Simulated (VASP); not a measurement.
# W3O (P4_2mc) in VASP: notebook

Runs on W3O. Level: PBEsol. Tasks: single point.

Program: VASP 6.6.1. These are calculated values, not measurements. Logs are shortened: lines on timing, memory, paths and dates and some standing lists are left out, and cuts for length are marked.

### 1 The cell of the first run

It takes space group P4_2mc (No. 105, tetragonal). Conventional cell: a = 4.831 Å, b = 4.831 Å, c = 4.831 Å, α = 90.00°, β = 90.00°, γ = 90.00°. W (site symmetry 2mm) has 10 W at 2.42 to 2.96 Å and 4 O at 2.66 to 2.74 Å within 3.2 Å. Within 3.2 Å of W (site symmetry m) lie 10 W at 2.42 to 2.96 Å and 4 O at 2.62 to 2.78 Å. O (site symmetry 2mm) has 12 W at 2.62 to 2.78 Å within 3.5 Å.

### 2 Single point, PBEsol (all W atoms moved +0.087 Å, as atom 1 along Cartesian [0 1 0])

File INCAR:

```
SYSTEM = W3O
  PREC = Accurate
  ENCUT = 520
  EDIFF = 1E-6
  ISMEAR = 0
  SIGMA = 0.15
  LREAL = .False.
  LASPH = .True.
  NELM = 100
  ALGO = Normal
  ISIF = 2
  LWAVE = .False.
  LCHARG = .False.
  GGA = PS
  NBANDS = 58
```

File KPOINTS:

```
regular mesh
0
Gamma
  8 8 8
  0 0 0
```

File POSCAR:

```
W3O
1.0
    4.8313496810      0.0000000000      0.0000000000
    0.0000000000      4.8313496810      0.0000000000
    0.0000000000      0.0000000000      4.8313496810
W O
6 2
Direct
    0.5000000000      0.7681108812      0.0000000000
    0.0000000000      0.5181108812      0.7500000000
    0.2500000000      0.0181108812      0.5000000000
    0.5000000000      0.2681108812      0.0000000000
    0.0000000000      0.5181108812      0.2500000000
    0.7500000000      0.0181108812      0.5000000000
    0.5000000000      0.5000000000      0.5000000000
    0.0000000000      0.0000000000      0.0000000000
```

Potentials or basis: VASP PAW PBE potentials, release 64 (W_sv, O).

Launch:

```
$ cat potpaw_PBE.64/W_sv/POTCAR potpaw_PBE.64/O/POTCAR > POTCAR
$ mpirun -np 1 vasp_std > vasp.out
```

OUTCAR:

```text
SYSTEM = W3O
   PREC = Accurate
   ENCUT = 520
   EDIFF = 1E-6
   ISMEAR = 0
   LREAL = .False.
   LASPH = .True.
   NELM = 100
   ISIF = 2
   GGA = PS

 ion  position               nearest neighbor table
   1  0.500  0.768  0.000-   4 2.42   4 2.42   8 2.66   8 2.66   6 2.96   3 2.96   3 2.96   6 2.96
                             2 2.96   2 2.96   5 2.96   5 2.96
   2  0.000  0.518  0.750-   5 2.42   5 2.42   8 2.62   7 2.70   7 2.70   3 2.96   4 2.96   1 2.96
                             3 2.96   6 2.96   1 2.96   4 2.96   6 2.96
   3  0.250  0.018  0.500-   6 2.42   6 2.42   7 2.62   8 2.70   8 2.70   2 2.96   4 2.96   1 2.96
                             4 2.96   5 2.96   2 2.96   5 2.96   1 2.96
   4  0.500  0.268  0.000-   1 2.42   1 2.42   7 2.66   7 2.66   6 2.96   2 2.96   3 2.96   6 2.96
                             3 2.96   5 2.96   2 2.96   5 2.96
   5  0.000  0.518  0.250-   2 2.42   2 2.42   8 2.62   7 2.70   7 2.70   1 2.96   3 2.96   4 2.96
                             3 2.96   6 2.96   1 2.96   4 2.96   6 2.96
   6  0.750  0.018  0.500-   3 2.42   3 2.42   7 2.62   8 2.70   8 2.70   2 2.96   1 2.96   1 2.96
                             4 2.96   4 2.96   2 2.96   5 2.96   5 2.96
   7  0.500  0.500  0.500-   3 2.62   6 2.62   4 2.66   4 2.66   2 2.70   5 2.70   2 2.70   5 2.70

   8  0.000  0.000  0.000-   2 2.62   5 2.62   1 2.66   1 2.66   6 2.70   3 2.70   6 2.70   3 2.70

  LATTYP: Found a simple cubic cell.
 ALAT       =     4.8313496810

  Lattice vectors:

 A1 = (   4.8313496810,   0.0000000000,   0.0000000000)
 A2 = (   0.0000000000,   4.8313496810,   0.0000000000)
 A3 = (   0.0000000000,   0.0000000000,   4.8313496810)

Analysis of symmetry for initial positions (statically):
=====================================================================
 Subroutine PRICEL returns:
 Original cell was already a primitive cell.

 Routine SETGRP: Setting up the symmetry group for a
 simple cubic supercell.

 Subroutine GETGRP returns: Found  8 space group operations
 (whereof  4 operations were pure point group operations)
 out of a pool of 48 trial point group operations.

The static configuration has the point symmetry C_2v.
 The point group associated with its full space group is C_4v.

Analysis of symmetry for dynamics (positions and initial velocities):
=====================================================================
 Subroutine PRICEL returns:
 Original cell was already a primitive cell.

 Routine SETGRP: Setting up the symmetry group for a
 simple cubic supercell.

 Subroutine GETGRP returns: Found  8 space group operations
 (whereof  4 operations were pure point group operations)
 out of a pool of 48 trial point group operations.

The dynamic configuration has the point symmetry C_2v.
 The point group associated with its full space group is C_4v.

 Subroutine INISYM returns: Found  8 space group operations
 (whereof  4 operations are pure point group operations),
 and found     1 'primitive' translations

----------------------------------------------------------------------------------------

                                     Primitive cell

  volume of cell :     112.7731

  direct lattice vectors                    reciprocal lattice vectors
     4.831349681  0.000000000  0.000000000     0.206981499  0.000000000  0.000000000
     0.000000000  4.831349681  0.000000000     0.000000000  0.206981499  0.000000000
     0.000000000  0.000000000  4.831349681     0.000000000  0.000000000  0.206981499

  length of vectors
     4.831349681  4.831349681  4.831349681     0.206981499  0.206981499  0.206981499

  position of ions in fractional coordinates (direct lattice)
     0.500000000  0.768110881  0.000000000
     0.000000000  0.518110881  0.750000000
     0.250000000  0.018110881  0.500000000
     0.500000000  0.268110881  0.000000000
     0.000000000  0.518110881  0.250000000
     0.750000000  0.018110881  0.500000000
     0.500000000  0.500000000  0.500000000
     0.000000000  0.000000000  0.000000000

  ion indices of the primitive-cell ions
   primitive index   ion index
                 1           1
                 2           2
                 3           3
                 4           4
                 5           5
                 6           6
                 7           7
                 8           8

----------------------------------------------------------------------------------------

 KPOINTS: regular mesh

Automatic generation of k-mesh.
 Grid dimensions read from file:
 generate k-points for:    8    8    8

 Generating k-lattice:

  Cartesian coordinates                     Fractional coordinates (reciprocal lattice)
     0.025872687  0.000000000  0.000000000     0.125000000  0.000000000  0.000000000
     0.000000000  0.025872687  0.000000000     0.000000000  0.125000000  0.000000000
     0.000000000  0.000000000  0.025872687     0.000000000  0.000000000  0.125000000

  Length of vectors
     0.025872687  0.025872687  0.025872687

  Shift w.r.t. Gamma in fractional coordinates (k-lattice)
     0.000000000  0.000000000  0.000000000

 Subroutine IBZKPT returns following result:
 ===========================================

 Found     75 irreducible k-points:

 Following reciprocal coordinates:
            Coordinates               Weight
  0.000000  0.000000  0.000000      1.000000
  0.125000  0.000000  0.000000      4.000000
  0.000000  0.125000  0.000000      2.000000
  0.250000  0.000000  0.000000      4.000000
  0.000000  0.250000  0.000000      2.000000
  0.375000  0.000000  0.000000      4.000000
[... 16 lines left out ...]
  0.375000  0.250000  0.000000      8.000000
  0.000000  0.375000  0.250000      8.000000
 [... further k-points ...]
   k-points           NKPTS =     75   k-points in BZ     NKDIM =     75   number of bands    NBANDS=     58
   number of dos      NEDOS =    301   number of ions     NIONS =      8
   total plane-waves  NPLWV =  46656
   dimension x,y,z NGX =    36 NGY =   36 NGZ =   36
   dimension x,y,z NGXF=    72 NGYF=   72 NGZF=   72
   ions per type =               6   2
   NGX,Y,Z   is equivalent  to a cutoff of  12.39, 12.39, 12.39 a.u.
   NGXF,Y,Z  is equivalent  to a cutoff of  24.78, 24.78, 24.78 a.u.
 SYSTEM =  W3O
   PREC   = accura    normal or accurate (medium, high low for compatibility)
   ISTART =      0    job   : 0-new  1-cont  2-samecut
   ICHARG =      2    charge: 1-file 2-atom 10-const
   ISPIN  =      1    spin polarized calculation?
   LNONCOLLINEAR =      F non collinear calculations
   LSORBIT =      F    spin-orbit coupling
   LASPH  =      T    aspherical Exc in radial PAW
   ENCUT  =  520.0 eV  38.22 Ry    6.18 a.u.   8.98  8.98  8.98*2*pi/ulx,y,z
   NELM   =    100;   NELMIN=  2; NELMDL= -5     # of ELM steps
   EDIFF  = 0.1E-05   stopping-criterion for ELM
   LREAL  =      F    real-space projection
   EDIFFG = 0.1E-04   stopping-criterion for IOM
   NSW    =      0    number of steps for IOM
   IBRION =     -1    ionic relax: 0-MD 1-quasi-New 2-CG
   NFREE  =      0    steps in history (QN), initial steepest desc. (CG)
   ISIF   =      2    stress and relaxation
   ISYM   =      2    0-nonsym 1-usesym 2-fastsym
   POTIM  = 0.5000    time-step for ionic-motion
   TEBEG  =    0.0;   TEEND  =   0.0 temperature during run
   PSTRESS=    0.0 pullay stress
   NELECT =      96.0000    total number of electrons
   NUPDOWN=      -1.0000    fix difference up-down
   EMIN   =  10.00;   EMAX   =-10.00  energy-range for DOS
   EFERMI =   0.00;   METHOD = LEGACY
   ISMEAR =     0;   SIGMA  =   0.15  broadening in eV -4-tet -1-fermi 0-gaus
   EFERMI_NEDOS =   21; number of points for ismear=-14 and -15
   IALGO  =     38    algorithm
   IMIX   =      4    mixing-type and parameters
     AMIX     =   0.40;   BMIX     =  1.00
     AMIX_MAG =   1.60;   BMIX_MAG =  1.00
  volume/ion in A,a.u.               =      14.10        95.13
  Fermi-wavevector in a.u.,A,eV,Ry     =   1.551542  2.931989 32.753053  2.407281
  Thomas-Fermi vector in A             =   2.656046
   LORBIT       =      0    0 simple, 1 ext, 2 COOP (PROOUT), +10 PAW based schemes
   GGA     = PS    functional components
   LHFCALC =     F    Hartree Fock is set to
   AEXX    =    0.0000 exact exchange contribution
   IVDW    =     0    specifies the selected vdW correction
   LEPSILON=     F    determine dielectric tensor
   LRPA    =     F    only Hartree local field effects (RPA)
 non-spin polarized calculation
 Gauss-broadening in eV      SIGMA  =   0.15
  energy-cutoff  :      520.00
  volume of cell :      112.77
 maximum number of plane-waves:      3060
 NGX is ok and might be reduce to    36
   NGX = 17   NGY = 17   NGZ = 17

 number of electron      95.9999975 magnetization

 Free energy of the ion-electron system (eV)
  ---------------------------------------------------
  ext. energy  EPLUGINS =         0.00000000
  ---------------------------------------------------
  free energy    TOTEN  =       -86.58946232 eV

  energy without entropy =      -86.51350529  energy(sigma->0) =      -86.55148381

 E-fermi :  10.0937     XC(G=0): -13.4039

 val. band max:       10.0934775987   @ k =   0.1250   0.0000   0.1250
 cond. band min:      10.0948340992   @ k =   0.3750   0.2500   0.0000
 fundamental gap:      0.0013565005
 Fermi energy:        10.0937412085

 k-point     1 :       0.0000    0.0000    0.0000
  band No.  band energies     occupation
      1     -64.1032      2.00000
      2     -64.0381      2.00000
      3     -64.0361      2.00000
      4     -63.8021      2.00000
      5     -63.8021      2.00000
      6     -63.7991      2.00000
[... 50 lines left out ...]
     57      13.5786      0.00000
     58      14.1570      0.00000

 k-point     2 :       0.1250    0.0000    0.0000
  band No.  band energies     occupation
      1     -64.0985      2.00000
      2     -64.0385      2.00000
      3     -64.0310      2.00000
      4     -63.8120      2.00000
      5     -63.8022      2.00000
      6     -63.7992      2.00000
[... 1337 lines left out ...]
      2     -64.0263      2.00000
      3     -63.9720      2.00000
      4     -63.8789      2.00000
      5     -63.8395      2.00000
      6     -63.8022      2.00000
[... 50 lines left out ...]
     57      12.9138      0.00000
     58      12.9160      0.00000

 [... further k-points ...]

------------------------ aborting loop because EDIFF is reached ----------------------------------------

  FORCE on cell =-STRESS in cart. coord.  units (eV):
  Direction    XX          YY          ZZ          XY          YZ          ZX
  --------------------------------------------------------------------------------------
  -------------------------------------------------------------------------------------
  Total        0.7669463      0.7111397      0.7669463      0.0000000      0.0000000      0.0000000
  in kB       10.8960759     10.1032260     10.8960759      0.0000000      0.0000000      0.0000000
  external PRESSURE =      10.6317926 kB  Pullay stress =       0.0000000 kB

 VOLUME and BASIS-vectors are now :
 -----------------------------------------------------------------------------
  energy-cutoff  :      520.00
  volume of cell :      112.77
      direct lattice vectors                 reciprocal lattice vectors
     4.831349681  0.000000000  0.000000000     0.206981499  0.000000000  0.000000000
     0.000000000  4.831349681  0.000000000     0.000000000  0.206981499  0.000000000
     0.000000000  0.000000000  4.831349681     0.000000000  0.000000000  0.206981499

 POSITION                                       TOTAL-FORCE (eV/Angst)
 -----------------------------------------------------------------------------------
      2.41567      3.71101      0.00000         0.000000      0.101178      0.000000
      0.00000      2.50317      3.62351         0.000000      0.138411     -0.017237
      1.20784      0.08750      2.41567        -0.017237      0.138411      0.000000
      2.41567      1.29534      0.00000         0.000000      0.101178      0.000000
      0.00000      2.50317      1.20784         0.000000      0.138411      0.017237
      3.62351      0.08750      2.41567         0.017237      0.138411      0.000000
      2.41567      2.41567      2.41567         0.000000     -0.377999      0.000000
      0.00000      0.00000      0.00000         0.000000     -0.377999      0.000000
 -----------------------------------------------------------------------------------
    total drift:                                0.000000      0.000696      0.000007

  FREE ENERGIE OF THE ION-ELECTRON SYSTEM (eV)
  ---------------------------------------------------
  free  energy   TOTEN  =       -86.5894623231 eV

  energy  without entropy=      -86.5135052910  energy(sigma->0) =      -86.55148381
```

Wall time 6.7 min (1 thread of Intel Xeon Platinum 8375C at 2.90GHz (Ice Lake), shared host); peak memory 0.44 GiB.

Results:

- Free energy: -86.5895 eV
- Pressure: 1.1 GPa
- Largest force: 0.378 eV/Å
- Band gap on the k mesh: zero (bands 48 and 49 overlap by 0.93 eV)

Forces on the atoms (eV/Å):
```
W    0.000  0.101  0.000
W    0.000  0.138 -0.017
W   -0.017  0.138  0.000
W    0.000  0.101  0.000
W    0.000  0.138  0.017
W    0.017  0.138  0.000
O    0.000 -0.378  0.000
O    0.000 -0.378  0.000
```

Stress tensor (GPa, compression positive):
```
1.09 0.00 0.00
0.00 1.01 0.00
0.00 0.00 1.09
```

Levels at points of the mesh, in eV from the Fermi level:
```
           k point  band 44  band 45  band 46  band 47  band 48  band 49  band 50  band 51  band 52  band 53
(0.00, 0.00, 0.00)    -1.42    -1.41    -0.73     0.14     0.14     0.14     1.39     1.41     1.41     2.34
(0.50, 0.00, 0.00)    -2.20    -0.91    -0.90     0.33     0.45     0.46     0.60     1.08     1.09     2.02
(0.00, 0.50, 0.00)    -2.21    -0.90    -0.90     0.40     0.40     0.46     0.46     1.09     1.09     2.04
(0.50, 0.50, 0.00)    -0.93    -0.93    -0.34    -0.32    -0.31    -0.17    -0.14    -0.13     0.17     0.94
(0.50, 0.00, 0.50)    -0.93    -0.93    -0.33    -0.33    -0.33    -0.18    -0.18    -0.14     0.18     0.93
(0.50, 0.50, 0.50)    -1.50    -1.05    -1.05    -1.00    -1.00    -0.23    -0.23     0.66     0.66     0.67
```

Caveat: the cell differs from its parent crystal (all W atoms moved +0.087 Å, as atom 1 along Cartesian [0 1 0]); the PAW data sets were made with another functional, which shifts forces and pressure a little; spin-orbit coupling is left out, which moves the levels of the heavy elements.

(Part 1 of 2 ends here.)
